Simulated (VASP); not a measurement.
The system is Co.

```xyz
1
Lattice="2.0579 0.0000 0.0000 0.0000 2.0579 0.0000 0.0000 0.0000 2.0579" Properties=species:S:1:pos:R:3 pbc="T T T"
Co    0.0000    0.0000    0.0000
```

Base run:

- Program: VASP 6.6.1
- Functional: PBE
- Potentials or basis: VASP PAW PBE potentials, release 64 (Co)
- Cutoff: 520 eV
- k mesh: 17 × 17 × 17
- Occupations: fermi-dirac, width 0.05 eV
- Spin: collinear spin, ferromagnetic start
- Starting moments: [1.7] μB
- Hubbard terms: Co d U = 3.0 eV

Its results: pressure 122.3 GPa; net moment 1.76 μB per cell; site moments Co +1.77 μB.

The run is repeated on the same cell with these changes: hubbard terms from Co d U = 3.0 eV to Co d U = 1.0 eV; further incar settings from ALGO = Normal; EDIFF = 1e-06; NBANDS = 14 to ALGO = Normal; EDIFF = 1e-07; NBANDS = 14. What comes out?

Pressure 120.7 GPa; net moment 1.33 μB per cell; site moments Co +1.32 μB.

Caveats: the U is typed as a test and isn't derived for this compound.
